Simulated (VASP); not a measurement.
Wanted: the native input for a VASP 6.6.1 run.

- Task: single point
- Functional: PBE
- Potentials or basis: VASP PAW PBE potentials, release 64 (Ta_pv, C)
- Cutoff: 600 eV
- k mesh: 16 × 16 × 16
- Occupations: gaussian, width 0.1 eV
- Spin: no spin polarisation
- Dipole correction: no
- Further INCAR settings: ALGO = Normal; EDIFF = 1e-06; NBANDS = 14

The structure of TaC lies in POSCAR:

```
TaC
1.0
    0.0000000000      2.2377006500      2.2377006500
    2.2377006500      0.0000000000      2.2377006500
    2.2377006500      2.2377006500      0.0000000000
Ta C
1 1
Direct
    0.0000000000      0.0000000000      0.0000000000
    0.5000000000      0.5000000000      0.5000000000
```

The input as run:

INCAR

```
PREC     = Accurate       # precision mode
ENCUT    = 600            # plane-wave cutoff, eV
EDIFF    = 1E-6           # SCF threshold, eV
ISMEAR   = 0              # smearing method
SIGMA    = 0.1            # smearing width, eV
LREAL    = False          # projectors in reciprocal space
LASPH    = True           # aspherical terms in the spheres
NELM     = 120            # most SCF steps
ALGO     = Normal         # electronic algorithm
ISIF     = 2              # what is computed and relaxed
LWAVE    = False          # write WAVECAR
LCHARG   = False          # write CHGCAR
GGA      = PE             # functional
NBANDS   = 14             # bands
GGA_COMPAT= False
```

KPOINTS

```
regular mesh
0
Gamma
  16 16 16
```

Potentials or basis: VASP PAW PBE potentials, release 64 (Ta_pv, C).

The run is started by

```console
$ cat potpaw_PBE.64/Ta_pv/POTCAR potpaw_PBE.64/C/POTCAR > POTCAR
$ mpirun -np 1 vasp_std > vasp.out
```

It gave:

* Pressure: 0.6 GPa
* Band gap on the k mesh: zero (an odd number of electrons rules out a gap without spin polarisation)

Caveat: spin-orbit coupling is left out, which moves the levels of the heavy elements; an odd number of electrons without spin polarisation forces a metal; a magnetic or distorted state may lie lower.

Wall time 44 s on 1 thread of Oxide Virtual Turin-like Processor (shared host), peak memory 0.17 GiB.
